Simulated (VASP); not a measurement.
# Zr (P6_3/mmc) in VASP: further runs, part 3 of 3

VASP 6.6.1. The steps go on from the part before.

## 5. Electric field gradients, LDA (23.51 Å³/atom)

This run uses another cell than the first one, of 23.51 Å³/atom.

Contents of INCAR:

```
  ALGO = Normal
  EDIFF = 1E-8
  ENCUT = 520
  GGA = CA
  ISIF = 2
  ISMEAR = -1
  LASPH = T
  LCHARG = F
  LEFG = T
  LREAL = F
  LWAVE = F
  NBANDS = 19
  NELM = 80
  PREC = Accurate
  SIGMA = 0.03
```

Contents of KPOINTS:

```
k-points
0
Gamma
  13 13 7
```

Contents of POSCAR:

```
Zr
1.0
    3.2427358370      0.0000000000      0.0000000000
   -1.6213679184      2.8082916125      0.0000000000
    0.0000000000      0.0000000000      5.1640997934
Zr
2
Direct
    0.3333333333      0.6666666667      0.2500000000
    0.6666666667      0.3333333333      0.7500000000
```

Potentials or basis: VASP PAW LDA potentials, release 64 (Zr_sv).

The run is started by

```console
cat potpaw_LDA.64/Zr_sv/POTCAR > POTCAR
mpirun -np 1 vasp_std > vasp.out
```

OUTCAR:

```text
EDIFF = 1E-8
   ENCUT = 520
   GGA = CA
   ISIF = 2
   ISMEAR = -1
   LASPH = T
   LREAL = F
   NELM = 80
   PREC = Accurate

 ion  position               nearest neighbor table
   1  0.333  0.667  0.250-   2 3.19   2 3.19   2 3.19   2 3.19   2 3.19   2 3.19
   2  0.667  0.333  0.750-   1 3.19   1 3.19   1 3.19   1 3.19   1 3.19   1 3.19

  LATTYP: Found a hexagonal cell.
 ALAT       =     3.2427358370
 C/A-ratio  =     1.5925132521

  Lattice vectors:

 A1 = (   3.2427358370,   0.0000000000,   0.0000000000)
 A2 = (  -1.6213679184,   2.8082916125,   0.0000000000)
 A3 = (   0.0000000000,   0.0000000000,   5.1640997934)

Analysis of symmetry for initial positions (statically):
=====================================================================
 Subroutine PRICEL returns:
 Original cell was already a primitive cell.

 Routine SETGRP: Setting up the symmetry group for a
 hexagonal supercell.

 Subroutine GETGRP returns: Found 24 space group operations
 (whereof 12 operations were pure point group operations)
 out of a pool of 24 trial point group operations.

The static configuration has the point symmetry D_3d.
 The point group associated with its full space group is D_6h.

Analysis of symmetry for dynamics (positions and initial velocities):
=====================================================================
 Subroutine PRICEL returns:
 Original cell was already a primitive cell.

 Routine SETGRP: Setting up the symmetry group for a
 hexagonal supercell.

 Subroutine GETGRP returns: Found 24 space group operations
 (whereof 12 operations were pure point group operations)
 out of a pool of 24 trial point group operations.

[... 149 lines left out ...]

 val. band max:        8.6993827884   @ k =   0.0000   0.0000   0.4286
 cond. band min:       8.7050805865   @ k =   0.2308   0.1538   0.4286
 fundamental gap:      0.0056977981
 Fermi energy:         8.7012747282

 k-point     1 :       0.0000    0.0000    0.0000
  band No.  band energies     occupation
      1     -39.8975      2.00000
      2     -39.7452      2.00000
      3     -18.5585      2.00000
      4     -17.6998      2.00000
      5     -17.6998      2.00000
      6     -17.5648      2.00000
[... 505 lines left out ...]
      6     -17.7395      2.00000
[... 11 lines left out ...]
     18      10.9175      0.00000
     19      13.3474      0.00000

 [... further k-points ...]
[... 5 lines left out ...]
  --------------------------------------------------------------------------------------
  -------------------------------------------------------------------------------------
  Total       -2.0831088     -2.0831088     -1.8585518     -0.0000000     -0.0000000      0.0000000
  in kB      -70.9698901    -70.9698901    -63.3194098     -0.0000000     -0.0000000      0.0000000
  external PRESSURE =     -68.4197300 kB  Pullay stress =       0.0000000 kB

 VOLUME and BASIS-vectors are now :
 -----------------------------------------------------------------------------
  energy-cutoff  :      520.00
  volume of cell :       47.03
      direct lattice vectors                 reciprocal lattice vectors
     3.242735837  0.000000000  0.000000000     0.308381580  0.178044188  0.000000000
    -1.621367918  2.808291613  0.000000000     0.000000000  0.356088376  0.000000000
     0.000000000  0.000000000  5.164099793     0.000000000  0.000000000  0.193644592

 POSITION                                       TOTAL-FORCE (eV/Angst)
 -----------------------------------------------------------------------------------
     -0.00000      1.87219      1.29102         0.000000     -0.000000      0.000000
      1.62137      0.93610      3.87307        -0.000000      0.000000      0.000000
 -----------------------------------------------------------------------------------
    total drift:                               -0.000000      0.000000     -0.000000

  FREE ENERGIE OF THE ION-ELECTRON SYSTEM (eV)
  ---------------------------------------------------
  free  energy   TOTEN  =       -18.5089146250 eV

  energy  without entropy=      -18.5013860866  energy(sigma->0) =      -18.50515036

 Electric field gradients (V/A^2)
---------------------------------------------------------------------
 ion       V_xx      V_yy      V_zz      V_xy      V_xz      V_yz
---------------------------------------------------------------------
   1     -19.891   -19.891    39.782     0.000     0.000    -0.000
   2     -19.891   -19.891    39.782     0.000    -0.000     0.000
---------------------------------------------------------------------

 Electric field gradients after diagonalization (V/A^2)
 (convention: |V_zz| > |V_xx| > |V_yy|)
----------------------------------------------------------------------
 ion       V_xx      V_yy      V_zz     asymmetry (V_yy - V_xx)/ V_zz
----------------------------------------------------------------------
   1     -19.891   -19.891    39.782       0.000
   2     -19.891   -19.891    39.782       0.000
----------------------------------------------------------------------

           NMR quadrupolar parameters

 Cq : quadrupolar parameter    Cq=e*Q*V_zz/h
 eta: asymmetry parameters     (V_yy - V_xx)/ V_zz
 Q  : nuclear electric quadrupole moment in mb (millibarn)
----------------------------------------------------------------------
 ion       Cq(MHz)       eta       Q (mb)
----------------------------------------------------------------------
   1       0.096       0.000       1.000
   2       0.096       0.000       1.000
----------------------------------------------------------------------
```

stdout:

```text
POSCAR found type information on POSCAR Zr
 POSCAR found :  1 types and       2 ions
 scaLAPACK will be used
 LDA part: xc-table for (Slater(with rela. corr.)+CA(PZ))
 , standard interpolation
 POSCAR, INCAR and KPOINTS ok, starting setup
 FFT: planning ... GRIDC
 FFT: planning ... GRID_SOFT
 FFT: planning ... GRID
 WAVECAR not read
 entering main loop
ion   1

ion   2
```

Run time: 32 s. Hardware: 1 thread of Intel Xeon Platinum 8488C (Sapphire Rapids), shared host; peak memory 0.18 GiB.

What came out:

```
Free energy                             : -18.5089 eV
Pressure                                : -6.8 GPa
Band gap on the k mesh                  : zero (bands 12 and 13 overlap by 1.09 eV)
Largest electric field gradient by atom : Zr +39.8 V/Å²
```

Electric field gradients, principal values (V/Å²):
```csv
atom,least,middle,greatest (by size)
1 Zr,-19.891,-19.891,39.782
2 Zr,-19.891,-19.891,39.782
```

Caveat: the cell stands under tension; without QUAD_EFG the Cq values of the log hold for a quadrupole moment of 1 mb, not for the nuclei.

## 6. Electric field gradients, LDA (23.51 Å³/atom)

This run uses another cell than the first one, of 23.51 Å³/atom.

Contents of INCAR:

```
SYSTEM = Zr
ALGO = Normal
EDIFF = 1E-8
ENCUT = 520
ISIF = 2
ISMEAR = -1
LASPH = .TRUE.
LCHARG = .FALSE.
LEFG = .TRUE.
LREAL = .FALSE.
LWAVE = .FALSE.
NBANDS = 19
NELM = 100
PREC = Accurate
SIGMA = 0.03
```

Contents of KPOINTS:

```
k-points
0
G
  13 13 7
  0 0 0
```

POSCAR is that of step 5.

Potentials or basis: VASP PAW LDA potentials, release 64 (Zr_sv).

The run is started by

```console
cat potpaw_LDA.64/Zr_sv/POTCAR > POTCAR
mpirun -np 1 vasp_std > vasp.out
```

OUTCAR:

```text
SYSTEM = Zr
   EDIFF = 1E-8
   ENCUT = 520
   ISIF = 2
   ISMEAR = -1
   LASPH = .TRUE.
   LREAL = .FALSE.
   NELM = 100
   PREC = Accurate

 ion  position               nearest neighbor table
   1  0.333  0.667  0.250-   2 3.19   2 3.19   2 3.19   2 3.19   2 3.19   2 3.19
   2  0.667  0.333  0.750-   1 3.19   1 3.19   1 3.19   1 3.19   1 3.19   1 3.19

  LATTYP: Found a hexagonal cell.
 ALAT       =     3.2427358370
 C/A-ratio  =     1.5925132521

  Lattice vectors:

 A1 = (   3.2427358370,   0.0000000000,   0.0000000000)
 A2 = (  -1.6213679184,   2.8082916125,   0.0000000000)
 A3 = (   0.0000000000,   0.0000000000,   5.1640997934)
[... 741 lines left out ...]
  free  energy   TOTEN  =       -18.5089146250 eV

  energy  without entropy=      -18.5013860866  energy(sigma->0) =      -18.50515036

 Electric field gradients (V/A^2)
---------------------------------------------------------------------
 ion       V_xx      V_yy      V_zz      V_xy      V_xz      V_yz
---------------------------------------------------------------------
   1     -19.891   -19.891    39.782     0.000     0.000    -0.000
   2     -19.891   -19.891    39.782     0.000    -0.000     0.000
---------------------------------------------------------------------

 Electric field gradients after diagonalization (V/A^2)
 (convention: |V_zz| > |V_xx| > |V_yy|)
----------------------------------------------------------------------
 ion       V_xx      V_yy      V_zz     asymmetry (V_yy - V_xx)/ V_zz
----------------------------------------------------------------------
   1     -19.891   -19.891    39.782       0.000
   2     -19.891   -19.891    39.782       0.000
----------------------------------------------------------------------

           NMR quadrupolar parameters

 Cq : quadrupolar parameter    Cq=e*Q*V_zz/h
 eta: asymmetry parameters     (V_yy - V_xx)/ V_zz
 Q  : nuclear electric quadrupole moment in mb (millibarn)
----------------------------------------------------------------------
 ion       Cq(MHz)       eta       Q (mb)
----------------------------------------------------------------------
   1       0.096       0.000       1.000
   2       0.096       0.000       1.000
----------------------------------------------------------------------
```

OSZICAR:

```text
N       E                     dE             d eps       ncg     rms          rms(c)
DAV:   1     0.213360533443E+03    0.21336E+03   -0.13217E+04  3200   0.125E+03
DAV:   2    -0.291062171259E+01   -0.21627E+03   -0.21209E+03  3622   0.366E+02
DAV:   3    -0.188571152563E+02   -0.15946E+02   -0.15793E+02  5712   0.718E+01
DAV:   4    -0.193044548524E+02   -0.44734E+00   -0.44675E+00  3765   0.120E+01
DAV:   5    -0.193182776357E+02   -0.13823E-01   -0.13818E-01  4749   0.150E+00    0.142E+01
DAV:   6    -0.186445815711E+02    0.67370E+00   -0.10043E+00  3493   0.718E+00    0.550E+00
DAV:   7    -0.185075377851E+02    0.13704E+00   -0.60101E-01  4612   0.471E+00    0.108E+00
DAV:   8    -0.185086935950E+02   -0.11558E-02   -0.28416E-02  4185   0.135E+00    0.247E-01
DAV:   9    -0.185089190681E+02   -0.22547E-03   -0.15022E-03  4310   0.319E-01    0.234E-02
DAV:  10    -0.185089121412E+02    0.69269E-05   -0.47636E-05  4601   0.390E-02    0.208E-02
DAV:  11    -0.185089146890E+02   -0.25478E-05   -0.70610E-06  3647   0.278E-02    0.152E-03
DAV:  12    -0.185089146298E+02    0.59241E-07   -0.32893E-07  4369   0.398E-03    0.110E-03
DAV:  13    -0.185089146250E+02    0.48076E-08   -0.28778E-08  3124   0.721E-04
   1 F= -.18508915E+02 E0= -.18505150E+02  d E =-.752854E-02
```

It took 42 s on 1 thread of Intel Xeon Platinum 8488C (Sapphire Rapids), shared host; peak memory 0.18 GiB.

Results:

```yaml
Free_energy: -18.5089 eV
Pressure: -6.8 GPa
Band_gap_on_the_k_mesh: zero (bands 12 and 13 overlap by 1.09 eV)
Largest_electric_field_gradient_by_atom: Zr +39.8 V/Å²
```

Electric field gradients, principal values (V/Å²):
| atom | least | middle | greatest (by size) |
| --- | --- | --- | --- |
| 1 Zr | -19.891 | -19.891 | 39.782 |
| 2 Zr | -19.891 | -19.891 | 39.782 |

Caveat: the cell stands under tension; without QUAD_EFG the Cq values of the log hold for a quadrupole moment of 1 mb, not for the nuclei.

## 7. Overview

| cell | gap on the mesh (eV) | pressure (GPa) |
| --- | --- | --- |
| a = 3.221, b = 3.221, c = 5.130 Å, angles 90.0, 90.0, 120.0°, 2 atoms | none | -5.2 |
| a = 3.232, b = 3.232, c = 5.147 Å, angles 90.0, 90.0, 120.0°, 2 atoms | none | -6.0 |
| a = 3.243, b = 3.243, c = 5.164 Å, angles 90.0, 90.0, 120.0°, 2 atoms | none | -6.8 |

Alike in all rows: task electric field gradients; level LDA; potentials or basis VASP PAW LDA potentials, release 64 (Zr_sv); no spin polarisation; k mesh 13 × 13 × 7; cutoff (eV) 520; smearing fermi-dirac 0.03 eV.

Caveats: the cell stands under tension.

Absolute energies hang on the potentials; compare differences alone.
